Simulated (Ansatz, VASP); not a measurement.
One calculation of H, two programs

```
H
1.0
     2.78212    0.00000    0.00000
     0.00000    2.78212    0.00000
     0.00000    0.00000    0.95598
H
1
Direct
  0.00000 0.00000 0.50000
```

Change from the starting cell: strain +0.050 along x and y, -0.025 along z, atoms carried along.

Alike in both runs: task single point; functional LDA; k mesh 10 × 10 × 26; occupations gaussian, width 0.05 eV; no spin polarisation.

```csv
,VASP,Ansatz
version,VASP 6.6.1,Ansatz 0.2.0
potentials or method,"VASP PAW LDA potentials, release 64 (H), cutoff 520 eV","scalar-relativistic, plane waves, PAW"
valence electrons in the cell,1,1
```

|  | VASP | Ansatz | Ansatz less VASP |
| --- | --- | --- | --- |
| pressure (GPa) | 3.6 | 3.7 | +0.13 |
| traceless stress, the component that is largest in VASP (GPa) | 8.54 | 8.25 | -0.294 |

LDA's correlation is that of Perdew and Zunger in VASP and of Perdew and Wang (1992) in Ansatz.
